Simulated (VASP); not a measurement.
# AsP2 (P-4m2) in VASP: single point with PBE

Aim: the single point of AsP2 with PBE.

All numbers are computed with VASP 6.6.1; they aren't measurements. Logs are shortened: lines on timing, memory, paths and dates and some standing lists are left out, and cuts for length are marked.

## (1) The cell of the first run

The structure is tetragonal, space group P-4m2 (No. 115). Conventional cell: a = 6.350 Å, b = 6.350 Å, c = 3.783 Å, α = 90.00°, β = 90.00°, γ = 90.00°. Within 2.9 Å of P (site symmetry m) lie 2 P at 2.20 Å and 2 As at 2.49 Å. Within 3.3 Å of As (site symmetry 2mm) lie 4 P at 2.49 Å.

## (2) Single point, PBE

INCAR reads:

```
ALGO = Normal
EDIFF = 1E-7
ENCUT = 520
GGA = PE
ISIF = 2
ISMEAR = 0
LASPH = True
LCHARG = True
LELF = True
LREAL = False
LVHAR = True
LWAVE = False
NBANDS = 24
NELM = 80
PREC = Accurate
SIGMA = 0.1
```

KPOINTS reads:

```
k-points
0
Gamma
  4 4 4
```

POSCAR reads:

```
AsP2
1.0
    6.3499781776      0.0000000000      0.0000000000
    0.0000000000      6.3499781776      0.0000000000
    0.0000000000      0.0000000000      3.7834752867
P As
4 2
Direct
    0.0000000000      0.2449340564      0.0007578983
    0.0000000000      0.7550659436      0.0007578983
    0.2449340564      0.0000000000      0.9992421017
    0.7550659436      0.0000000000      0.9992421017
    0.0000000000      0.5000000000     -0.4985000260
    0.5000000000      0.0000000000      1.4985000260
```

Potentials or basis: VASP PAW PBE potentials, release 64 (P, As).

Started as:

```bash
cat potpaw_PBE.64/P/POTCAR potpaw_PBE.64/As/POTCAR > POTCAR
mpirun -np 1 vasp_std > vasp.out
```

OUTCAR:

```text
EDIFF = 1E-7
   ENCUT = 520
   GGA = PE
   ISIF = 2
   ISMEAR = 0
   LASPH = True
   LREAL = False
   NELM = 80
   PREC = Accurate

 ion  position               nearest neighbor table
   1  0.000  0.245  0.001-   3 2.20   4 2.20   5 2.49   5 2.49
   2  0.000  0.755  0.001-   3 2.20   4 2.20   5 2.49   5 2.49
   3  0.245  0.000  0.999-   1 2.20   2 2.20   6 2.49   6 2.49
   4  0.755  0.000  0.999-   1 2.20   2 2.20   6 2.49   6 2.49
   5  0.000  0.500  0.501-   1 2.49   2 2.49   1 2.49   2 2.49
   6  0.500  0.000  0.499-   3 2.49   4 2.49   3 2.49   4 2.49

  LATTYP: Found a simple tetragonal cell.
 ALAT       =     6.3499781776
 C/A-ratio  =     0.5958249274

  Lattice vectors:

 A1 = (   6.3499781776,   0.0000000000,   0.0000000000)
 A2 = (   0.0000000000,   6.3499781776,   0.0000000000)
 A3 = (   0.0000000000,   0.0000000000,   3.7834752867)

Analysis of symmetry for initial positions (statically):
=====================================================================
 Subroutine PRICEL returns:
 Original cell was already a primitive cell.

 Routine SETGRP: Setting up the symmetry group for a
 simple tetragonal supercell.

 Subroutine GETGRP returns: Found  8 space group operations
 (whereof  8 operations were pure point group operations)
 out of a pool of 16 trial point group operations.

The static configuration has the point symmetry D_2d.

Analysis of symmetry for dynamics (positions and initial velocities):
=====================================================================
 Subroutine PRICEL returns:
 Original cell was already a primitive cell.

 Routine SETGRP: Setting up the symmetry group for a
 simple tetragonal supercell.

 Subroutine GETGRP returns: Found  8 space group operations
 (whereof  8 operations were pure point group operations)
 out of a pool of 16 trial point group operations.

The dynamic configuration has the point symmetry D_2d.

 Subroutine INISYM returns: Found  8 space group operations
 (whereof  8 operations are pure point group operations),
 and found     1 'primitive' translations

----------------------------------------------------------------------------------------

                                     Primitive cell

  volume of cell :     152.5581

  direct lattice vectors                    reciprocal lattice vectors
     6.349978178  0.000000000  0.000000000     0.157480856  0.000000000  0.000000000
     0.000000000  6.349978178  0.000000000     0.000000000  0.157480856  0.000000000
     0.000000000  0.000000000  3.783475287     0.000000000  0.000000000  0.264307264

  length of vectors
     6.349978178  6.349978178  3.783475287     0.157480856  0.157480856  0.264307264

  position of ions in fractional coordinates (direct lattice)
     0.000000000  0.244934056  0.000757898
     0.000000000  0.755065944  0.000757898
     0.244934056  0.000000000  0.999242102
     0.755065944  0.000000000  0.999242102
     0.000000000  0.500000000  0.501499974
     0.500000000  0.000000000  0.498500026

  ion indices of the primitive-cell ions
   primitive index   ion index
                 1           1
                 2           2
                 3           3
                 4           4
                 5           5
                 6           6

----------------------------------------------------------------------------------------

 KPOINTS: k-points

Automatic generation of k-mesh.
 Grid dimensions read from file:
 generate k-points for:    4    4    4

 Generating k-lattice:

  Cartesian coordinates                     Fractional coordinates (reciprocal lattice)
     0.039370214  0.000000000  0.000000000     0.250000000  0.000000000  0.000000000
     0.000000000  0.039370214  0.000000000     0.000000000  0.250000000  0.000000000
     0.000000000  0.000000000  0.066076816     0.000000000  0.000000000  0.250000000

  Length of vectors
     0.039370214  0.039370214  0.066076816

  Shift w.r.t. Gamma in fractional coordinates (k-lattice)
     0.000000000  0.000000000  0.000000000

 Subroutine IBZKPT returns following result:
 ===========================================

 Found     18 irreducible k-points:

 Following reciprocal coordinates:
            Coordinates               Weight
  0.000000  0.000000  0.000000      1.000000
  0.250000  0.000000  0.000000      4.000000
  0.500000  0.000000  0.000000      2.000000
  0.250000  0.250000  0.000000      4.000000
  0.500000  0.250000  0.000000      4.000000
  0.500000  0.500000  0.000000      1.000000
[... 10 lines left out ...]
  0.500000  0.250000  0.500000      4.000000
  0.500000  0.500000  0.500000      1.000000
   k-points           NKPTS =     18   k-points in BZ     NKDIM =     18   number of bands    NBANDS=     24
   number of dos      NEDOS =    301   number of ions     NIONS =      6
   total plane-waves  NPLWV =  64512
   dimension x,y,z NGX =    48 NGY =   48 NGZ =   28
   dimension x,y,z NGXF=    96 NGYF=   96 NGZF=   56
   ions per type =               4   2
   NGX,Y,Z   is equivalent  to a cutoff of  12.57, 12.57, 12.30 a.u.
   NGXF,Y,Z  is equivalent  to a cutoff of  25.13, 25.13, 24.61 a.u.
 SYSTEM =  unknown system
   PREC   = accura    normal or accurate (medium, high low for compatibility)
   ISTART =      0    job   : 0-new  1-cont  2-samecut
   ICHARG =      2    charge: 1-file 2-atom 10-const
   ISPIN  =      1    spin polarized calculation?
   LNONCOLLINEAR =      F non collinear calculations
   LSORBIT =      F    spin-orbit coupling
   LASPH  =      T    aspherical Exc in radial PAW
   ENCUT  =  520.0 eV  38.22 Ry    6.18 a.u.  11.81 11.81  7.03*2*pi/ulx,y,z
   NELM   =     80;   NELMIN=  2; NELMDL= -5     # of ELM steps
   EDIFF  = 0.1E-06   stopping-criterion for ELM
   LREAL  =      F    real-space projection
   EDIFFG = 0.1E-05   stopping-criterion for IOM
   NSW    =      0    number of steps for IOM
   IBRION =     -1    ionic relax: 0-MD 1-quasi-New 2-CG
   NFREE  =      0    steps in history (QN), initial steepest desc. (CG)
   ISIF   =      2    stress and relaxation
   ISYM   =      2    0-nonsym 1-usesym 2-fastsym
   POTIM  = 0.5000    time-step for ionic-motion
   TEBEG  =    0.0;   TEEND  =   0.0 temperature during run
   PSTRESS=    0.0 pullay stress
   NELECT =      30.0000    total number of electrons
   NUPDOWN=      -1.0000    fix difference up-down
   EMIN   =  10.00;   EMAX   =-10.00  energy-range for DOS
   EFERMI =   0.00;   METHOD = LEGACY
   ISMEAR =     0;   SIGMA  =   0.10  broadening in eV -4-tet -1-fermi 0-gaus
   EFERMI_NEDOS =   21; number of points for ismear=-14 and -15
   IALGO  =     38    algorithm
   IMIX   =      4    mixing-type and parameters
     AMIX     =   0.40;   BMIX     =  1.00
     AMIX_MAG =   1.60;   BMIX_MAG =  1.00
  volume/ion in A,a.u.               =      25.43       171.59
  Fermi-wavevector in a.u.,A,eV,Ry     =   0.952000  1.799018 12.331006  0.906303
  Thomas-Fermi vector in A             =   2.080522
   LORBIT       =      0    0 simple, 1 ext, 2 COOP (PROOUT), +10 PAW based schemes
   GGA     = PE    functional components
   LHFCALC =     F    Hartree Fock is set to
   AEXX    =    0.0000 exact exchange contribution
   IVDW    =     0    specifies the selected vdW correction
   LEPSILON=     F    determine dielectric tensor
   LRPA    =     F    only Hartree local field effects (RPA)
 non-spin polarized calculation
 Gauss-broadening in eV      SIGMA  =   0.10
  energy-cutoff  :      520.00
  volume of cell :      152.56
 maximum number of plane-waves:      4150
 NGX is ok and might be reduce to    48
   NGX = 23   NGY = 23   NGZ = 15

 number of electron      29.9999997 magnetization

 Free energy of the ion-electron system (eV)
  ---------------------------------------------------
  ext. energy  EPLUGINS =         0.00000000
  ---------------------------------------------------
  free energy    TOTEN  =       -29.15923805 eV

  energy without entropy =      -29.14957036  energy(sigma->0) =      -29.15440420

 E-fermi :   3.4208     XC(G=0):  -8.3607

 val. band max:        3.4164373622   @ k =   0.2500   0.2500   0.0000
 cond. band min:       3.4371974434   @ k =   0.0000   0.0000   0.2500
 fundamental gap:      0.0207600812
 Fermi energy:         3.4207988882

 k-point     1 :       0.0000    0.0000    0.0000
  band No.  band energies     occupation
      1     -11.6869      2.00000
      2      -9.1464      2.00000
      3      -7.8385      2.00000
      4      -7.8385      2.00000
      5      -7.2557      2.00000
      6      -1.7336      2.00000
[... 16 lines left out ...]
     23       7.5410      0.00000
     24       7.5412      0.00000

 k-point     2 :       0.2500    0.0000    0.0000
  band No.  band energies     occupation
      1     -11.5685      2.00000
      2      -9.5772      2.00000
      3      -8.1918      2.00000
      4      -7.8304      2.00000
      5      -6.0959      2.00000
      6      -1.9517      2.00000
[... 16 lines left out ...]
     23       7.4108      0.00000
     24       8.1488      0.00000

 k-point     3 :       0.5000    0.0000    0.0000
  band No.  band energies     occupation
      1     -11.4106      2.00000
      2      -9.9882      2.00000
      3      -8.2679      2.00000
      4      -7.8223      2.00000
      5      -4.8024      2.00000
      6      -3.3431      2.00000
[... 16 lines left out ...]
     23       7.3718      0.00000
     24       8.2217      0.00000

 k-point     4 :       0.2500    0.2500    0.0000
  band No.  band energies     occupation
      1     -11.4364      2.00000
      2      -9.6795      2.00000
      3      -9.1096      2.00000
      4      -6.7122      2.00000
      5      -5.8266      2.00000
      6      -2.3696      2.00000
[... 16 lines left out ...]
     23       8.1595      0.00000
     24       8.2152      0.00000

 k-point     5 :       0.5000    0.2500    0.0000
  band No.  band energies     occupation
      1     -11.2512      2.00000
      2      -9.9854      2.00000
      3      -9.3509      2.00000
      4      -6.4063      2.00000
      5      -4.7864      2.00000
      6      -3.5724      2.00000
[... 16 lines left out ...]
     23       8.1141      0.00000
     24       8.8258      0.00000

 k-point     6 :       0.5000    0.5000    0.0000
  band No.  band energies     occupation
      1     -10.9970      2.00000
      2      -9.9827      2.00000
      3      -9.9827      2.00000
      4      -4.7694      2.00000
      5      -4.7694      2.00000
      6      -4.6129      2.00000
[... 16 lines left out ...]
     23       9.5250      0.00000
     24       9.5449      0.00000
[... 217 lines left out ...]
 k-point    15 :       0.5000    0.0000    0.5000
  band No.  band energies     occupation
      1     -10.7205      2.00000
      2      -8.1154      2.00000
      3      -7.4813      2.00000
      4      -7.4353      2.00000
      5      -7.1718      2.00000
      6      -5.3733      2.00000
[... 16 lines left out ...]
     23       9.1070      0.00000
     24      10.0238      0.00000

 k-point    16 :       0.2500    0.2500    0.5000
  band No.  band energies     occupation
      1     -10.7250      2.00000
      2      -7.7885      2.00000
      3      -7.6764      2.00000
      4      -7.5712      2.00000
      5      -7.3331      2.00000
      6      -4.8817      2.00000
[... 16 lines left out ...]
     23       8.5211      0.00000
     24       9.6906      0.00000

 k-point    17 :       0.5000    0.2500    0.5000
  band No.  band energies     occupation
      1     -10.6479      2.00000
      2      -8.1119      2.00000
      3      -7.7237      2.00000
      4      -7.4570      2.00000
      5      -7.4339      2.00000
      6      -4.4250      2.00000
[... 16 lines left out ...]
     23       9.3200      0.00000
     24       9.9627      0.00000

 k-point    18 :       0.5000    0.5000    0.5000
  band No.  band energies     occupation
      1     -10.5650      2.00000
      2      -8.1084      2.00000
      3      -8.1084      2.00000
      4      -7.4324      2.00000
      5      -7.4324      2.00000
      6      -3.3255      2.00000
[... 16 lines left out ...]
     23       9.8699      0.00000
     24      10.1974      0.00000

------------------------ aborting loop because EDIFF is reached ----------------------------------------

  FORCE on cell =-STRESS in cart. coord.  units (eV):
  Direction    XX          YY          ZZ          XY          YZ          ZX
  --------------------------------------------------------------------------------------
  -------------------------------------------------------------------------------------
  Total        0.0165952      0.0165952      0.0233438      0.0000000      0.0000000      0.0000000
  in kB        0.1742844      0.1742844      0.2451585      0.0000000      0.0000000      0.0000000
  external PRESSURE =       0.1979091 kB  Pullay stress =       0.0000000 kB

 VOLUME and BASIS-vectors are now :
 -----------------------------------------------------------------------------
  energy-cutoff  :      520.00
  volume of cell :      152.56
      direct lattice vectors                 reciprocal lattice vectors
     6.349978178  0.000000000  0.000000000     0.157480856  0.000000000  0.000000000
     0.000000000  6.349978178  0.000000000     0.000000000  0.157480856  0.000000000
     0.000000000  0.000000000  3.783475287     0.000000000  0.000000000  0.264307264

 POSITION                                       TOTAL-FORCE (eV/Angst)
 -----------------------------------------------------------------------------------
      0.00000      1.55533      0.00287         0.000000     -0.060005     -0.000246
      0.00000      4.79465      0.00287         0.000000      0.060005     -0.000246
      1.55533      0.00000      3.78061        -0.060005      0.000000      0.000246
      4.79465      0.00000      3.78061         0.060005      0.000000      0.000246
      0.00000      3.17499      1.89741         0.000000      0.000000     -0.000767
      3.17499      0.00000      1.88606         0.000000      0.000000      0.000767
 -----------------------------------------------------------------------------------
    total drift:                                0.000000     -0.000000     -0.000000

  FREE ENERGIE OF THE ION-ELECTRON SYSTEM (eV)
  ---------------------------------------------------
  free  energy   TOTEN  =       -29.1592380485 eV

  energy  without entropy=      -29.1495703573  energy(sigma->0) =      -29.15440420
```

Wall time 76 s (1 thread of Intel Xeon Platinum 8259CL at 2.50GHz (Skylake/Cascade Lake), shared host); peak memory 0.25 GiB.

What came out:

- Free energy: -29.1592 eV
- Pressure: 0.0 GPa
- Largest force: 0.060 eV/Å
- Band gap on the k mesh: zero (band 15 reaches 3.62 eV, above the bottom of band 16 at 2.51 eV)

Forces on the atoms (eV/Å):
```
P    0.000 -0.060  0.000
P    0.000  0.060  0.000
P   -0.060  0.000  0.000
P    0.060  0.000  0.000
As   0.000  0.000 -0.001
As   0.000  0.000  0.001
```

Caveat: the k points lie up to 0.42 Å⁻¹ apart.
